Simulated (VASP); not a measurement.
# MgO (Fm-3m) in VASP: a series of runs

The runs below take MgO through relaxation of cell and atoms, with r2SCAN.

Everything below comes from runs of VASP 6.6.1. Logs are shortened: lines on timing, memory, paths and dates and some standing lists are left out, and cuts for length are marked.

**1. The cell of the first run**

Symmetry: Fm-3m, No. 225, cubic system. Conventional cell: a = 4.249 Å, b = 4.249 Å, c = 4.249 Å, α = 90.00°, β = 90.00°, γ = 90.00°. Mg (site symmetry m-3m) has 6 O at 2.12 Å within 2.8 Å. Within 2.8 Å of O (site symmetry m-3m) lie 6 Mg at 2.12 Å.

**2. Relaxation of cell and atoms, r2SCAN**

The input, POSCAR:

```
MgO
1.0
    0.0000000000      2.1245000000      2.1245000000
    2.1245000000      0.0000000000      2.1245000000
    2.1245000000      2.1245000000      0.0000000000
Mg O
1 1
Direct
    0.0000000000      0.0000000000      0.0000000000
    0.5000000000      0.5000000000      0.5000000000
```

The input, INCAR.step1:

```
ALGO     = Normal         # electronic algorithm
EDIFF    = 1E-5           # SCF threshold, eV
EDIFFG   = -0.005         # ionic threshold
ENCUT    = 750            # plane-wave cutoff, eV
GGA      = PE             # functional
GGA_COMPAT= False        
IBRION   = 2              # ionic algorithm
ISIF     = 3              # what is computed and relaxed
ISMEAR   = 0              # smearing method
LASPH    = True           # aspherical terms in the spheres
LCHARG   = False          # write CHGCAR
LREAL    = False          # projectors in reciprocal space
LWAVE    = True           # write WAVECAR
NELM     = 120            # most SCF steps
NELMIN   = 4            
NSW      = 100            # ionic steps
PREC     = Accurate       # precision mode
SIGMA    = 0.02           # smearing width, eV
```

The input, INCAR.step2:

```
ALGO     = Normal         # electronic algorithm
EDIFF    = 1E-7           # SCF threshold, eV
EDIFFG   = -0.002         # ionic threshold
ENCUT    = 750            # plane-wave cutoff, eV
GGA_COMPAT= False        
IBRION   = 2              # ionic algorithm
ISIF     = 3              # what is computed and relaxed
ISMEAR   = 0              # smearing method
ISTART   = 1            
LASPH    = True           # aspherical terms in the spheres
LCHARG   = False          # write CHGCAR
LMIXTAU  = True         
LREAL    = False          # projectors in reciprocal space
LWAVE    = False          # write WAVECAR
METAGGA  = R2SCAN         # meta-GGA
NELM     = 120            # most SCF steps
NELMIN   = 4            
NSW      = 100            # ionic steps
PREC     = Accurate       # precision mode
SIGMA    = 0.02           # smearing width, eV
```

The input, KPOINTS:

```
k-points
0
Gamma
  10 10 10
```

Potentials or basis: VASP PAW PBE potentials, release 64 (Mg_sv, O).

The run is started by

```sh
cat potpaw_PBE.64/Mg_sv/POTCAR potpaw_PBE.64/O/POTCAR > POTCAR
cp INCAR.step1 INCAR
mpirun -np 1 vasp_std > vasp.out
cp INCAR.step2 INCAR
mpirun -np 1 vasp_std > vasp.out
```

OUTCAR:

```text
EDIFF = 1E-7
   EDIFFG = -0.002
   ENCUT = 750
   IBRION = 2
   ISIF = 3
   ISMEAR = 0
   ISTART = 1
   LASPH = True
   LREAL = False
   METAGGA = R2SCAN
   NELM = 120
   NELMIN = 4
   NSW = 100
   PREC = Accurate

 ion  position               nearest neighbor table
   1  0.000  0.000  0.000-   2 2.12   2 2.12   2 2.12   2 2.12   2 2.12   2 2.12
   2  0.500  0.500  0.500-   1 2.12   1 2.12   1 2.12   1 2.12   1 2.12   1 2.12

  LATTYP: Found a face centered cubic cell.
 ALAT       =     4.2490000000

  Lattice vectors:

 A1 = (   0.0000000000,   2.1245000000,   2.1245000000)
 A2 = (   2.1245000000,   0.0000000000,   2.1245000000)
 A3 = (   2.1245000000,   2.1245000000,   0.0000000000)

Analysis of symmetry for initial positions (statically):
=====================================================================
 Subroutine PRICEL returns:
 Original cell was already a primitive cell.

 Routine SETGRP: Setting up the symmetry group for a
 face centered cubic supercell.

 Subroutine GETGRP returns: Found 48 space group operations
 (whereof 48 operations were pure point group operations)
 out of a pool of 48 trial point group operations.

The static configuration has the point symmetry O_h .

Analysis of symmetry for dynamics (positions and initial velocities):
=====================================================================
 Subroutine PRICEL returns:
 Original cell was already a primitive cell.

 Routine SETGRP: Setting up the symmetry group for a
 face centered cubic supercell.

 Subroutine GETGRP returns: Found 48 space group operations
 (whereof 48 operations were pure point group operations)
 out of a pool of 48 trial point group operations.

The dynamic configuration has the point symmetry O_h .

 Subroutine INISYM returns: Found 48 space group operations
 (whereof 48 operations are pure point group operations),
 and found     1 'primitive' translations

----------------------------------------------------------------------------------------

                                     Primitive cell

  volume of cell :      19.1779

  direct lattice vectors                    reciprocal lattice vectors
     0.000000000  2.124500000  2.124500000    -0.235349494  0.235349494  0.235349494
     2.124500000  0.000000000  2.124500000     0.235349494 -0.235349494  0.235349494
     2.124500000  2.124500000  0.000000000     0.235349494  0.235349494 -0.235349494

  length of vectors
     3.004496713  3.004496713  3.004496713     0.407637281  0.407637281  0.407637281

  position of ions in fractional coordinates (direct lattice)
     0.000000000  0.000000000  0.000000000
     0.500000000  0.500000000  0.500000000

  ion indices of the primitive-cell ions
   primitive index   ion index
                 1           1
                 2           2

----------------------------------------------------------------------------------------

 KPOINTS: k-points

Automatic generation of k-mesh.
 Grid dimensions read from file:
 generate k-points for:   10   10   10

 Generating k-lattice:

  Cartesian coordinates                     Fractional coordinates (reciprocal lattice)
    -0.023534949  0.023534949  0.023534949     0.100000000  0.000000000  0.000000000
     0.023534949 -0.023534949  0.023534949     0.000000000  0.100000000  0.000000000
     0.023534949  0.023534949 -0.023534949     0.000000000  0.000000000  0.100000000

  Length of vectors
     0.040763728  0.040763728  0.040763728

  Shift w.r.t. Gamma in fractional coordinates (k-lattice)
     0.000000000  0.000000000  0.000000000

 Subroutine IBZKPT returns following result:
 ===========================================

 Found     47 irreducible k-points:

 Following reciprocal coordinates:
            Coordinates               Weight
  0.000000  0.000000  0.000000      1.000000
  0.100000  0.000000  0.000000      8.000000
  0.200000  0.000000  0.000000      8.000000
  0.300000  0.000000  0.000000      8.000000
  0.400000  0.000000  0.000000      8.000000
  0.500000  0.000000  0.000000      4.000000
[... 16 lines left out ...]
  0.300000  0.300000  0.000000      6.000000
  0.400000  0.300000  0.000000     24.000000
 [... further k-points ...]
   k-points           NKPTS =     47   k-points in BZ     NKDIM =     47   number of bands    NBANDS=     12
   number of dos      NEDOS =    301   number of ions     NIONS =      2
   total plane-waves  NPLWV =  21952
   dimension x,y,z NGX =    28 NGY =   28 NGZ =   28
   dimension x,y,z NGXF=    56 NGYF=   56 NGZF=   56
   ions per type =               1   1
   NGX,Y,Z   is equivalent  to a cutoff of  15.49, 15.49, 15.49 a.u.
   NGXF,Y,Z  is equivalent  to a cutoff of  30.99, 30.99, 30.99 a.u.
 SYSTEM =  unknown system
   PREC   = accura    normal or accurate (medium, high low for compatibility)
   ISTART =      1    job   : 0-new  1-cont  2-samecut
   ICHARG =      0    charge: 1-file 2-atom 10-const
   ISPIN  =      1    spin polarized calculation?
   LNONCOLLINEAR =      F non collinear calculations
   LSORBIT =      F    spin-orbit coupling
   LASPH  =      T    aspherical Exc in radial PAW
   ENCUT  =  750.0 eV  55.12 Ry    7.42 a.u.   6.71  6.71  6.71*2*pi/ulx,y,z
   NELM   =    120;   NELMIN=  4; NELMDL=  0     # of ELM steps
   EDIFF  = 0.1E-06   stopping-criterion for ELM
   LREAL  =      F    real-space projection
   EDIFFG = -.2E-02   stopping-criterion for IOM
   NSW    =    100    number of steps for IOM
   IBRION =      2    ionic relax: 0-MD 1-quasi-New 2-CG
   NFREE  =      1    steps in history (QN), initial steepest desc. (CG)
   ISIF   =      3    stress and relaxation
   ISYM   =      2    0-nonsym 1-usesym 2-fastsym
   POTIM  = 0.5000    time-step for ionic-motion
   TEBEG  =    0.0;   TEEND  =   0.0 temperature during run
   PSTRESS=    0.0 pullay stress
   NELECT =      16.0000    total number of electrons
   NUPDOWN=      -1.0000    fix difference up-down
   EMIN   =  10.00;   EMAX   =-10.00  energy-range for DOS
   EFERMI =   0.00;   METHOD = LEGACY
   ISMEAR =     0;   SIGMA  =   0.02  broadening in eV -4-tet -1-fermi 0-gaus
   EFERMI_NEDOS =   21; number of points for ismear=-14 and -15
   IALGO  =     38    algorithm
   IMIX   =      4    mixing-type and parameters
     AMIX     =   0.40;   BMIX     =  1.00
     AMIX_MAG =   1.60;   BMIX_MAG =  1.00
  volume/ion in A,a.u.               =       9.59        64.71
  Fermi-wavevector in a.u.,A,eV,Ry     =   1.541161  2.912373 32.316260  2.375178
  Thomas-Fermi vector in A             =   2.647146
   LORBIT       =      0    0 simple, 1 ext, 2 COOP (PROOUT), +10 PAW based schemes
   METAGGA = R2SCAN    functional components
   LHFCALC =     F    Hartree Fock is set to
   AEXX    =    0.0000 exact exchange contribution
   IVDW    =     0    specifies the selected vdW correction
   LEPSILON=     F    determine dielectric tensor
   LRPA    =     F    only Hartree local field effects (RPA)
 conjugate gradient relaxation of ions
 non-spin polarized calculation
 Gauss-broadening in eV      SIGMA  =   0.02
  energy-cutoff  :      750.00
  volume of cell :       19.18
 maximum number of plane-waves:       934
   NGX = 13   NGY = 13   NGZ = 13

--------------------------------------- Ionic step        1  -------------------------------------------

 number of electron      15.9999997 magnetization

 Free energy of the ion-electron system (eV)
  ---------------------------------------------------
  ext. energy  EPLUGINS =         0.00000000
  ---------------------------------------------------
  free energy    TOTEN  =       -16.15718766 eV

  energy without entropy =      -16.15718766  energy(sigma->0) =      -16.15718766

------------------------ aborting loop because EDIFF is reached ----------------------------------------

  FORCE on cell =-STRESS in cart. coord.  units (eV):
  Direction    XX          YY          ZZ          XY          YZ          ZX
  --------------------------------------------------------------------------------------
  -------------------------------------------------------------------------------------
  Total       -0.5841748     -0.5841748     -0.5841748      0.0000000      0.0000000     -0.0000000
  in kB      -48.8037542    -48.8037542    -48.8037542      0.0000000      0.0000000     -0.0000000
  external PRESSURE =     -48.8037542 kB  Pullay stress =       0.0000000 kB
[... 93 lines left out ...]
  energy  without entropy=      -16.1659101023  energy(sigma->0) =      -16.16591010

--------------------------------------- Ionic step        4  -------------------------------------------

 number of electron      15.9999994 magnetization

 Free energy of the ion-electron system (eV)
  ---------------------------------------------------
  ext. energy  EPLUGINS =         0.00000000
  ---------------------------------------------------
  free energy    TOTEN  =       -16.16591231 eV

  energy without entropy =      -16.16591231  energy(sigma->0) =      -16.16591231

 E-fermi :   2.7340     XC(G=0): -12.0688

 val. band max:        2.5422790415   @ k =   0.0000   0.0000   0.0000
 cond. band min:       8.2403742438   @ k =   0.0000   0.0000   0.0000
 fundamental gap:      5.6980952022
 Fermi energy:         2.7339559761

 k-point     1 :       0.0000    0.0000    0.0000
  band No.  band energies     occupation
      1     -72.4104      2.00000
      2     -37.5009      2.00000
      3     -37.5009      2.00000
      4     -37.5009      2.00000
      5     -15.6703      2.00000
      6       2.5423      2.00000
      7       2.5423      2.00000
      8       2.5423      2.00000
      9       8.2404      0.00000
     10      19.4333      0.00000
     11      19.4333      0.00000
     12      19.4333      0.00000
[... 331 lines left out ...]
 k-point    24 :       0.4000    0.3000    0.0000
  band No.  band energies     occupation
      1     -72.4016      2.00000
      2     -37.5607      2.00000
      3     -37.5248      2.00000
      4     -37.5225      2.00000
      5     -14.4514      2.00000
      6      -1.0346      2.00000
      7       1.2241      2.00000
      8       1.4378      2.00000
      9      13.2159      0.00000
     10      13.7260      0.00000
     11      17.4474      0.00000
     12      22.1595      0.00000

 [... further k-points ...]

------------------------ aborting loop because EDIFF is reached ----------------------------------------

  FORCE on cell =-STRESS in cart. coord.  units (eV):
  Direction    XX          YY          ZZ          XY          YZ          ZX
  --------------------------------------------------------------------------------------
  -------------------------------------------------------------------------------------
  Total        0.0000582      0.0000582      0.0000582      0.0000000      0.0000000      0.0000000
  in kB        0.0050203      0.0050203      0.0050203      0.0000000      0.0000000      0.0000000
  external PRESSURE =       0.0050203 kB  Pullay stress =       0.0000000 kB
[... 17 lines left out ...]
  FREE ENERGIE OF THE ION-ELECTRON SYSTEM (eV)
  ---------------------------------------------------
  free  energy   TOTEN  =       -16.1659123124 eV

  energy  without entropy=      -16.1659123124  energy(sigma->0) =      -16.16591231

 reached required accuracy - stopping structural energy minimisation
```

It took 3.5 min on 1 thread of Intel Xeon Platinum 8488C (Sapphire Rapids), shared host; peak memory 0.17 GiB.

What came out:

* Free energy: -16.1659 eV
* Relaxed volume: 9.29 Å³/atom
* Relaxed cell: a = 2.973 Å, b = 2.973 Å, c = 2.973 Å, α = 60.00°, β = 60.00°, γ = 60.00°
* Space group after relaxing (to 0.1 Å): Fm-3m (No. 225)
* Energy gained by relaxing: 4.4 meV/atom
* Ionic steps: 4
* Pressure after relaxing: 0.0 GPa
* Band gap on the k mesh: 5.70 eV

The path:
```csv
step,energy change (eV),largest force (eV/Å),pressure (GPa),volume (Å³)
1,0.0000,0.0000,-4.88,19.18
2,-0.0073,0.0000,1.86,18.38
3,-0.0087,0.0000,-0.15,18.61
4,-0.0087,0.0000,0.00,18.59
```

Final structure:
```yaml
crystal:
  lattice:
    - [0.00000, 2.10249, 2.10249]
    - [2.10249, 0.00000, 2.10249]
    - [2.10249, 2.10249, 0.00000]
  atoms:
    - { symbol: Mg, position: [0.00000, 0.00000, 0.00000] }
    - { symbol: O, position: [0.50000, 0.50000, 0.50000] }
```

Caveat: the PAW data sets were made with another functional, which shifts forces and pressure a little. r2SCAN opens gaps a little over a GGA but as a rule still falls short of measured ones.

[end of part 1 of 2]
